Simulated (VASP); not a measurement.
# MgO (I4/mmm) in VASP: notebook

MgO is run at these levels: r2SCAN; tasks: single point.

All numbers are computed with VASP 6.6.1; they aren't measurements. Logs are shortened: lines on timing, memory, paths and dates and some standing lists are left out, and cuts for length are marked.

## 1. The cell of the first run

The structure is tetragonal, space group I4/mmm (No. 139). Conventional cell: a = 2.925 Å, b = 2.925 Å, c = 4.550 Å, α = 90.00°, β = 90.00°, γ = 90.00°. Within 2.7 Å of Mg (site symmetry 4/mmm) lie 6 O at 2.07 to 2.28 Å. O (site symmetry 4/mmm) has 6 Mg at 2.07 to 2.28 Å within 2.7 Å.

## 2. Single point, r2SCAN

Input file POSCAR:

```
MgO
1.0
    0.0000000000      2.0683823780      2.2752206158
    2.0683823780      0.0000000000      2.2752206158
    2.0683823780      2.0683823780      0.0000000000
Mg O
1 1
Direct
    0.0000000000      0.0000000000      0.0000000000
    0.5000000000      0.5000000000      0.5000000000
```

Input file INCAR.step1:

```
PREC     = Accurate       # precision mode
ENCUT    = 520            # plane-wave cutoff, eV
ISMEAR   = 0              # smearing method
SIGMA    = 0.05           # smearing width, eV
LREAL    = F              # projectors in reciprocal space
LASPH    = T              # aspherical terms in the spheres
NELM     = 60             # most SCF steps
NBANDS   = 11             # bands
GGA      = PE             # functional
ALGO     = Normal         # electronic algorithm
EDIFF    = 1E-4           # SCF threshold, eV
LWAVE    = T              # write WAVECAR
LCHARG   = F              # write CHGCAR
```

Input file INCAR.step2:

```
PREC     = Accurate       # precision mode
ENCUT    = 520            # plane-wave cutoff, eV
EDIFF    = 1E-6           # SCF threshold, eV
ISMEAR   = 0              # smearing method
SIGMA    = 0.05           # smearing width, eV
LREAL    = F              # projectors in reciprocal space
LASPH    = T              # aspherical terms in the spheres
NELM     = 60             # most SCF steps
ALGO     = Normal         # electronic algorithm
ISIF     = 2              # what is computed and relaxed
LWAVE    = F              # write WAVECAR
LCHARG   = T              # write CHGCAR
METAGGA  = R2SCAN         # meta-GGA
LMIXTAU  = T            
LELF     = T              # ELF
LVHAR    = T            
NBANDS   = 11             # bands
ISTART   = 1
```

Input file KPOINTS:

```
regular mesh
0
Gamma
  10 10 10
```

Potentials or basis: VASP PAW PBE potentials, release 64 (Mg, O).

On the command line:

```sh
$ cat potpaw_PBE.64/Mg/POTCAR potpaw_PBE.64/O/POTCAR > POTCAR
$ cp INCAR.step1 INCAR
$ mpirun -np 1 vasp_std > vasp.out
$ cp INCAR.step2 INCAR
$ mpirun -np 1 vasp_std > vasp.out
```

OUTCAR:

```text
PREC = Accurate
   ENCUT = 520
   EDIFF = 1E-6
   ISMEAR = 0
   LREAL = F
   LASPH = T
   NELM = 60
   ISIF = 2
   METAGGA = R2SCAN
   ISTART = 1

 ion  position               nearest neighbor table
   1  0.000  0.000  0.000-   2 2.07   2 2.07   2 2.07   2 2.07   2 2.28   2 2.28
   2  0.500  0.500  0.500-   1 2.07   1 2.07   1 2.07   1 2.07   1 2.28   1 2.28

  LATTYP: Found a body centered tetragonal cell.
 ALAT       =     2.9251344111
 C/A-ratio  =     1.5556349186

  Lattice vectors:

 A1 = (  -2.0683823780,   0.0000000000,   2.2752206158)
 A2 = (   2.0683823780,   0.0000000000,   2.2752206158)
 A3 = (   0.0000000000,   2.0683823780,  -2.2752206158)

Analysis of symmetry for initial positions (statically):
=====================================================================
 Subroutine PRICEL returns:
 Original cell was already a primitive cell.

 Routine SETGRP: Setting up the symmetry group for a
 body centered tetragonal supercell.

 Subroutine GETGRP returns: Found 16 space group operations
 (whereof 16 operations were pure point group operations)
 out of a pool of 16 trial point group operations.

The static configuration has the point symmetry D_4h.

Analysis of symmetry for dynamics (positions and initial velocities):
=====================================================================
 Subroutine PRICEL returns:
 Original cell was already a primitive cell.

 Routine SETGRP: Setting up the symmetry group for a
 body centered tetragonal supercell.

 Subroutine GETGRP returns: Found 16 space group operations
 (whereof 16 operations were pure point group operations)
 out of a pool of 16 trial point group operations.

The dynamic configuration has the point symmetry D_4h.

 Subroutine INISYM returns: Found 16 space group operations
 (whereof 16 operations are pure point group operations),
 and found     1 'primitive' translations

----------------------------------------------------------------------------------------

                                     Primitive cell

  volume of cell :      19.4677

  direct lattice vectors                    reciprocal lattice vectors
     0.000000000  2.068382378  2.275220616    -0.241734800  0.241734800  0.219758909
     2.068382378  0.000000000  2.275220616     0.241734800 -0.241734800  0.219758909
     2.068382378  2.068382378  0.000000000     0.241734800  0.241734800 -0.219758909

  length of vectors
     3.074871463  3.074871463  2.925134411     0.406405469  0.406405469  0.406405469

  position of ions in fractional coordinates (direct lattice)
     0.000000000  0.000000000  0.000000000
     0.500000000  0.500000000  0.500000000

  ion indices of the primitive-cell ions
   primitive index   ion index
                 1           1
                 2           2

----------------------------------------------------------------------------------------

 KPOINTS: regular mesh

Automatic generation of k-mesh.
 Grid dimensions read from file:
 generate k-points for:   10   10   10

 Generating k-lattice:

  Cartesian coordinates                     Fractional coordinates (reciprocal lattice)
    -0.024173480  0.024173480  0.021975891     0.100000000  0.000000000  0.000000000
     0.024173480 -0.024173480  0.021975891     0.000000000  0.100000000  0.000000000
     0.024173480  0.024173480 -0.021975891    -0.000000000 -0.000000000  0.100000000

  Length of vectors
     0.040640547  0.040640547  0.040640547

  Shift w.r.t. Gamma in fractional coordinates (k-lattice)
     0.000000000  0.000000000  0.000000000

 Subroutine IBZKPT returns following result:
 ===========================================

 Found    102 irreducible k-points:

 Following reciprocal coordinates:
            Coordinates               Weight
  0.000000  0.000000  0.000000      1.000000
  0.100000 -0.000000  0.000000      8.000000
  0.200000 -0.000000  0.000000      8.000000
  0.300000  0.000000  0.000000      8.000000
  0.400000  0.000000  0.000000      8.000000
  0.500000  0.000000  0.000000      4.000000
[... 16 lines left out ...]
  0.300000  0.300000  0.000000      2.000000
  0.400000  0.300000  0.000000      8.000000
 [... further k-points ...]
   k-points           NKPTS =    102   k-points in BZ     NKDIM =    102   number of bands    NBANDS=     11
   number of dos      NEDOS =    301   number of ions     NIONS =      2
   total plane-waves  NPLWV =  13824
   dimension x,y,z NGX =    24 NGY =   24 NGZ =   24
   dimension x,y,z NGXF=    48 NGYF=   48 NGZF=   48
   ions per type =               1   1
   NGX,Y,Z   is equivalent  to a cutoff of  12.98, 12.98, 13.64 a.u.
   NGXF,Y,Z  is equivalent  to a cutoff of  25.95, 25.95, 27.28 a.u.
 SYSTEM =  unknown system
   PREC   = accura    normal or accurate (medium, high low for compatibility)
   ISTART =      1    job   : 0-new  1-cont  2-samecut
   ICHARG =      0    charge: 1-file 2-atom 10-const
   ISPIN  =      1    spin polarized calculation?
   LNONCOLLINEAR =      F non collinear calculations
   LSORBIT =      F    spin-orbit coupling
   LASPH  =      T    aspherical Exc in radial PAW
   ENCUT  =  520.0 eV  38.22 Ry    6.18 a.u.   5.72  5.72  5.44*2*pi/ulx,y,z
   NELM   =     60;   NELMIN=  2; NELMDL=  0     # of ELM steps
   EDIFF  = 0.1E-05   stopping-criterion for ELM
   LREAL  =      F    real-space projection
   EDIFFG = 0.1E-04   stopping-criterion for IOM
   NSW    =      0    number of steps for IOM
   IBRION =     -1    ionic relax: 0-MD 1-quasi-New 2-CG
   NFREE  =      0    steps in history (QN), initial steepest desc. (CG)
   ISIF   =      2    stress and relaxation
   ISYM   =      2    0-nonsym 1-usesym 2-fastsym
   POTIM  = 0.5000    time-step for ionic-motion
   TEBEG  =    0.0;   TEEND  =   0.0 temperature during run
   PSTRESS=    0.0 pullay stress
   NELECT =       8.0000    total number of electrons
   NUPDOWN=      -1.0000    fix difference up-down
   EMIN   =  10.00;   EMAX   =-10.00  energy-range for DOS
   EFERMI =   0.00;   METHOD = LEGACY
   ISMEAR =     0;   SIGMA  =   0.05  broadening in eV -4-tet -1-fermi 0-gaus
   EFERMI_NEDOS =   21; number of points for ismear=-14 and -15
   IALGO  =     38    algorithm
   IMIX   =      4    mixing-type and parameters
     AMIX     =   0.40;   BMIX     =  1.00
     AMIX_MAG =   1.60;   BMIX_MAG =  1.00
  volume/ion in A,a.u.               =       9.73        65.69
  Fermi-wavevector in a.u.,A,eV,Ry     =   1.217119  2.300022 20.155386  1.481379
  Thomas-Fermi vector in A             =   2.352450
   LORBIT       =      0    0 simple, 1 ext, 2 COOP (PROOUT), +10 PAW based schemes
   METAGGA = R2SCAN    functional components
   LHFCALC =     F    Hartree Fock is set to
   AEXX    =    0.0000 exact exchange contribution
   IVDW    =     0    specifies the selected vdW correction
   LEPSILON=     F    determine dielectric tensor
   LRPA    =     F    only Hartree local field effects (RPA)
 non-spin polarized calculation
 Gauss-broadening in eV      SIGMA  =   0.05
  energy-cutoff  :      520.00
  volume of cell :       19.47
 maximum number of plane-waves:       549
   NGX = 11   NGY = 11   NGZ = 11

 number of electron       8.0000001 magnetization

 Free energy of the ion-electron system (eV)
  ---------------------------------------------------
  ext. energy  EPLUGINS =         0.00000000
  ---------------------------------------------------
  free energy    TOTEN  =       -16.08238384 eV

  energy without entropy =      -16.08238384  energy(sigma->0) =      -16.08238384

 E-fermi :   2.8674     XC(G=0): -11.3700

 val. band max:        2.5622482902   @ k =   0.0000   0.0000   0.0000
 cond. band min:       7.6073395606   @ k =   0.0000   0.0000   0.0000
 fundamental gap:      5.0450912705
 Fermi energy:         2.8673904165

 k-point     1 :       0.0000    0.0000    0.0000
  band No.  band energies     occupation
      1     -15.5459      2.00000
      2       2.4003      2.00000
      3       2.4003      2.00000
      4       2.5622      2.00000
      5       7.6073      0.00000
      6      18.4945      0.00000
      7      19.5006      0.00000
      8      19.5007      0.00000
      9      23.2059      0.00000
     10      23.4500      0.00000
     11      25.3499      0.00000

 k-point     2 :       0.1000   -0.0000    0.0000
  band No.  band energies     occupation
      1     -15.4486      2.00000
      2       1.8252      2.00000
      3       2.3523      2.00000
      4       2.4382      2.00000
      5       8.2215      0.00000
      6      17.8589      0.00000
      7      19.0390      0.00000
      8      19.7590      0.00000
      9      22.7866      0.00000
     10      24.7873      0.00000
     11      25.4423      0.00000

 k-point     3 :       0.2000   -0.0000    0.0000
  band No.  band energies     occupation
      1     -15.1834      2.00000
      2       0.5631      2.00000
      3       2.2213      2.00000
      4       2.2293      2.00000
      5       9.4353      0.00000
      6      16.3362      0.00000
      7      19.2515      0.00000
      8      20.3741      0.00000
      9      22.4599      0.00000
     10      24.4043      0.00000
     11      25.5841      0.00000

 k-point     4 :       0.3000    0.0000    0.0000
  band No.  band energies     occupation
      1     -14.8294      2.00000
      2      -0.7057      2.00000
      3       1.9737      2.00000
      4       2.0828      2.00000
      5      10.4420      0.00000
      6      15.5437      0.00000
      7      19.0928      0.00000
      8      20.7803      0.00000
      9      23.3003      0.00000
     10      24.4301      0.00000
     11      25.1669      0.00000

 k-point     5 :       0.4000    0.0000    0.0000
  band No.  band energies     occupation
      1     -14.5169      2.00000
      2      -1.6255      2.00000
      3       1.7843      2.00000
      4       1.9682      2.00000
      5      10.8681      0.00000
      6      15.5525      0.00000
      7      18.7966      0.00000
      8      20.7020      0.00000
      9      24.1452      0.00000
     10      25.2437      0.00000
     11      25.5573      0.00000
[... 211 lines left out ...]
 k-point    21 :      -0.3000    0.2000    0.0000
  band No.  band energies     occupation
      1     -14.4193      2.00000
      2      -1.2548      2.00000
      3       0.7404      2.00000
      4       1.9258      2.00000
      5      12.3438      0.00000
      6      14.6423      0.00000
      7      17.4833      0.00000
      8      21.4685      0.00000
      9      24.2355      0.00000
     10      24.7192      0.00000
     11      27.3640      0.00000

 k-point    22 :      -0.2000    0.2000    0.0000
  band No.  band energies     occupation
      1     -14.6816      2.00000
      2      -0.7690      2.00000
      3       1.2825      2.00000
      4       2.0793      2.00000
      5      11.3841      0.00000
      6      14.6612      0.00000
      7      18.4366      0.00000
      8      21.9961      0.00000
      9      22.3693      0.00000
     10      24.7803      0.00000
     11      26.7740      0.00000

 k-point    23 :       0.3000    0.3000    0.0000
  band No.  band energies     occupation
      1     -14.7805      2.00000
      2      -0.5893      2.00000
      3       1.7180      2.00000
      4       1.7180      2.00000
      5      11.8067      0.00000
      6      14.2508      0.00000
      7      16.7685      0.00000
      8      21.8159      0.00000
      9      21.8159      0.00000
     10      28.5752      0.00000
     11      29.4511      0.00000

 k-point    24 :       0.4000    0.3000    0.0000
  band No.  band energies     occupation
      1     -14.5713      2.00000
      2      -1.0151      2.00000
      3       1.3328      2.00000
      4       1.6063      2.00000
      5      12.6539      0.00000
      6      14.0258      0.00000
      7      16.0730      0.00000
      8      22.1490      0.00000
      9      22.1625      0.00000
     10      29.0432      0.00000
     11      29.3381      0.00000

 [... further k-points ...]
[... 5 lines left out ...]
  --------------------------------------------------------------------------------------
  -------------------------------------------------------------------------------------
  Total       -0.1401878     -0.1401878     -1.7492667      0.0000000      0.0000000     -0.0000000
  in kB      -11.5373382    -11.5373382   -143.9631859      0.0000000      0.0000000     -0.0000000
  external PRESSURE =     -55.6792874 kB  Pullay stress =       0.0000000 kB

 VOLUME and BASIS-vectors are now :
 -----------------------------------------------------------------------------
  energy-cutoff  :      520.00
  volume of cell :       19.47
      direct lattice vectors                 reciprocal lattice vectors
     0.000000000  2.068382378  2.275220616    -0.241734800  0.241734800  0.219758909
     2.068382378  0.000000000  2.275220616     0.241734800 -0.241734800  0.219758909
     2.068382378  2.068382378  0.000000000     0.241734800  0.241734800 -0.219758909

 POSITION                                       TOTAL-FORCE (eV/Angst)
 -----------------------------------------------------------------------------------
      0.00000      0.00000      0.00000        -0.000000      0.000000      0.000000
      2.06838      2.06838      2.27522         0.000000     -0.000000      0.000000
 -----------------------------------------------------------------------------------
    total drift:                               -0.000000     -0.000000      0.000000

  FREE ENERGIE OF THE ION-ELECTRON SYSTEM (eV)
  ---------------------------------------------------
  free  energy   TOTEN  =       -16.0823838433 eV

  energy  without entropy=      -16.0823838433  energy(sigma->0) =      -16.08238384
```

It took 2 min on 1 thread of Intel Xeon 8259CL, shared host; peak memory 0.16 GiB.

Results:

- Free energy: -16.0824 eV
- Pressure: -5.6 GPa
- Band gap on the k mesh: 5.05 eV

Caveat: the cell stands under tension; the PAW data sets were made with another functional, which shifts forces and pressure a little.

## 3. Single point, r2SCAN

This run uses another cell than the first one, of the same volume but with other edges.

Input file POSCAR:

```
MgO
1.0
    0.0000000000      2.4648506248      1.6021529061
    2.4648506248      0.0000000000      1.6021529061
    2.4648506248      2.4648506248      0.0000000000
Mg O
1 1
Direct
    0.0000000000      0.0000000000      0.0000000000
    0.5000000000      0.5000000000      0.5000000000
```

Input file INCAR.step1:

```
ALGO = Normal
EDIFF = 1E-4
ENCUT = 520
GGA = PE
ISMEAR = 0
LASPH = T
LCHARG = F
LREAL = F
LWAVE = T
NBANDS = 11
NELM = 100
PREC = Accurate
SIGMA = 0.05
```

Input file INCAR.step2:

```
ALGO = Normal
EDIFF = 1E-6
ENCUT = 520
ISIF = 2
ISMEAR = 0
ISTART = 1
LASPH = T
LCHARG = F
LMIXTAU = T
LREAL = F
LWAVE = F
METAGGA = R2SCAN
NBANDS = 11
NELM = 100
PREC = Accurate
SIGMA = 0.05
```

Input file KPOINTS:

```
k-points
0
Gamma
  10 10 10
```

Potentials or basis: VASP PAW PBE potentials, release 64 (Mg, O).

On the command line:

```sh
$ cat potpaw_PBE.64/Mg/POTCAR potpaw_PBE.64/O/POTCAR > POTCAR
$ cp INCAR.step1 INCAR
$ mpirun -np 1 vasp_std > vasp.out
$ cp INCAR.step2 INCAR
$ mpirun -np 1 vasp_std > vasp.out
```

It took 2.6 min on 1 thread of Intel Xeon 8259CL, shared host; peak memory 0.16 GiB.

The run converged. Its results:

```
Free energy            : -13.2205 eV
Pressure               : 74.9 GPa
Band gap on the k mesh : 4.17 eV
```

Stress tensor (GPa, compression positive):
```
 -8.51   0.00   0.00
  0.00  -8.51   0.00
  0.00   0.00 241.80
```

Levels at points of the mesh, in eV from the valence-band top:
```tsv
k point	band 1	band 2	band 3	band 4	band 5	band 6	band 7	band 8
(0.00, 0.00, 0.00)	-18.26	-0.37	0.00	0.00	4.17	16.20	17.70	17.70
(0.50, 0.00, 0.00)	-16.84	-4.18	-1.35	-0.97	8.18	12.23	13.84	20.06
(0.50, 0.50, 0.00)	-16.78	-2.54	-2.54	-2.07	7.50	13.59	17.14	17.14
(0.50, 0.00, 0.50)	-17.32	-4.38	-1.08	0.00	10.47	11.76	13.73	19.67
```

Caveat: the cell stands under pressure; the PAW data sets were made with another functional, which shifts forces and pressure a little.
